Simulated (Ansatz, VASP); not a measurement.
## Sn3TeS2 in VASP and in Ansatz

```
Sn Te S
1.0
    -2.14791    2.14791    9.00382
     2.14791   -2.14791    9.00382
     2.14791    2.14791   -9.00382
Sn Te S
3 1 2
Direct
  0.17594 0.17594 0.00000
  0.82406 0.82406 0.00000
  0.50000 0.50000 0.00000
  0.00000 0.00000 0.00000
  0.33419 0.33419 0.00000
  0.66581 0.66581 0.00000
```

Alike in both runs: functional PBE; k mesh 4 × 4 × 4; occupations gaussian, width 0.15 eV; no spin polarisation.

Ansatz relaxed the structure, and its values are those at the end. VASP's run is a single point on that final structure, the one shown.

```csv
,VASP,Ansatz
version,VASP 6.6.1,Ansatz 0.2.0
potentials or method,"VASP PAW PBE potentials, release 64 (Sn_d, Te, S), cutoff 520 eV","scalar-relativistic, plane waves, PAW"
valence electrons in the cell,60,70
```

Ansatz gave:

| Quantity | Value |
| --- | --- |
| gap on the k mesh at the Fermi level (eV) | 0.15 |
| least direct gap on the mesh (eV) | 0.15 |
| pressure (GPa) | -0.2 |
| rms of the force components (eV/Å) | 0.015 |

**Question.** Estimate VASP's values.

**Answer.** gap on the k mesh at the Fermi level (eV): 0.15; least direct gap on the mesh (eV): 0.15; pressure (GPa): -0.2; rms of the force components (eV/Å): 0.016.

VASP's potentials hold 60 valence electrons a cell and Ansatz's 70, so a difference there can come from the potentials and not from the codes.

The k mesh is coarse, so the values compare programs but aren't converged. Neither program's run includes spin-orbit coupling.
